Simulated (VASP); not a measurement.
Set up this calculation in VASP 6.6.1, as the native input.

```
Task                   : single point
Functional             : PBEsol
Potentials or basis    : VASP PAW PBE potentials, release 64 (Pb_d, Se)
Cutoff                 : 520 eV
k mesh                 : 6 × 6 × 6
Occupations            : gaussian, width 0.01 eV
Spin                   : no spin polarisation
Dipole correction      : no
Further INCAR settings : ALGO = Normal; EDIFF = 1e-06; NBANDS = 17
```

The structure of PbSe lies in POSCAR:

```
PbSe
1.0
    0.0000000000      3.0696893648      3.0696893648
    3.0696893648      0.0000000000      3.0696893648
    3.0696893648      3.0696893648      0.0000000000
Pb Se
1 1
Direct
    0.0000000000      0.0000000000      0.0000000000
    0.5000000000      0.5000000000      0.5000000000
```

One way to write it, as run:

INCAR

```
SYSTEM = PbSe
PREC = Accurate ; ENCUT = 520
EDIFF = 1E-6 ; ISMEAR = 0
SIGMA = 0.01 ; LREAL = .False.
LASPH = .True. ; NELM = 80
ALGO = Normal ; ISIF = 2
LWAVE = .False. ; LCHARG = .False.
GGA = PS ; NBANDS = 17
```

KPOINTS

```
Automatic mesh
0
Gamma
  6 6 6
  0 0 0
```

Potentials or basis: VASP PAW PBE potentials, release 64 (Pb_d, Se).

Launch:

```bash
$ cat potpaw_PBE.64/Pb_d/POTCAR potpaw_PBE.64/Se/POTCAR > POTCAR
$ mpirun -np 1 vasp_std > vasp.out
```

It gave:

The pressure is -1.0 GPa and the band gap on the k mesh is 0.23 eV.

Caveat: the PAW data sets were made with another functional, which shifts forces and pressure a little; spin-orbit coupling is left out, which moves the levels of the heavy elements.

Wall time 6.7 s on 1 thread of Intel Xeon 8259CL, with other jobs on the host, peak memory 0.18 GiB.
